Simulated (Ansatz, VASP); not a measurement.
## NiO in VASP and in Ansatz

INCAR

```
SYSTEM = NiO
ALGO     = Normal         ! electronic algorithm
EDIFF    = 1E-6           ! SCF threshold, eV
ENCUT    = 520            ! plane-wave cutoff, eV
GGA      = PE             ! functional
ISIF     = 2              ! what is computed and relaxed
ISMEAR   = 0              ! smearing method
ISPIN    = 2              ! spin polarisation
LASPH    = .True.         ! aspherical terms in the spheres
LCHARG   = .False.        ! write CHGCAR
LMAXMIX  = 4              ! l up to which the mixer works
LORBIT   = 11             ! projections on sites
LREAL    = .False.        ! projectors in reciprocal space
LWAVE    = .False.        ! write WAVECAR
MAGMOM   = 1.61 0.33      ! initial moments
NBANDS   = 19             ! bands
NELM     = 150            ! most SCF steps
PREC     = Accurate       ! precision mode
SIGMA    = 0.15           ! smearing width, eV
```

The input KPOINTS:

```
k-points
0
Gamma
  22 22 22
  0 0 0
```

Contents of POSCAR:

```
NiO
1.0
   -0.8782951636      1.7565903272      1.7565903272
    1.7565903272     -0.8782951636      1.7565903272
    1.7565903272      1.7565903272     -0.8782951636
Ni O
1 1
Direct
    0.0000000000      0.0000000000      0.0000000000
    0.5000000000      0.5000000000      0.5000000000
```

Input for Ansatz:

```yaml
crystal:
  lattice:
    - [-0.8782951636, 1.7565903272, 1.7565903272]
    - [1.7565903272, -0.8782951636, 1.7565903272]
    - [1.7565903272, 1.7565903272, -0.8782951636]
  atoms:
    - { symbol: Ni, position: [0.0, 0.0, 0.0], spin: 1.61 }
    - { symbol: O, position: [0.5, 0.5, 0.5], spin: 0.33 }
basis:
  ecutwfc: 420
kpoints:
  mp_grid: { grid: [22, 22, 22] }
hamiltonian:
  xc: pbe
scf:
  occupations: { method: gaussian, width: 0.15 }
output:
  forces: true
  stress: true
  eigenvalues: true
  populations: true
magnetization:
  spin_polarized: true
```

Alike in both runs: task single point; functional PBE; k mesh 22 × 22 × 22; occupations gaussian, width 0.15 eV; collinear spin.

|  | VASP | Ansatz |
| --- | --- | --- |
| version | VASP 6.6.1 | Ansatz 0.2.0 |
| potentials or method | VASP PAW PBE potentials, release 64 (Ni, O), cutoff 520 eV | scalar-relativistic, plane waves, PAW |
| valence electrons in the cell | 16 | 24 |

Ansatz gave:

| Quantity | Value |
| --- | --- |
| gap on the k mesh at the Fermi level (eV) | none |
| pressure (GPa) | -4.6 |
| net moment per atom (μB) | 0.99 |
| size of the moment on the site where the two differ most (μB) | 1.45 |

Problem. Which values does VASP return?

Solution. gap on the k mesh at the Fermi level (eV): none; pressure (GPa): -4.8; net moment per atom (μB): 0.98; size of the moment on the site where the two differ most (μB): 1.41.

Site moments also hang on the region over which each program counts them. A gap of «none» marks a metal or a gap that the smearing closes. VASP's potentials hold 16 valence electrons a cell and Ansatz's 24, so a difference there can come from the potentials and not from the codes.
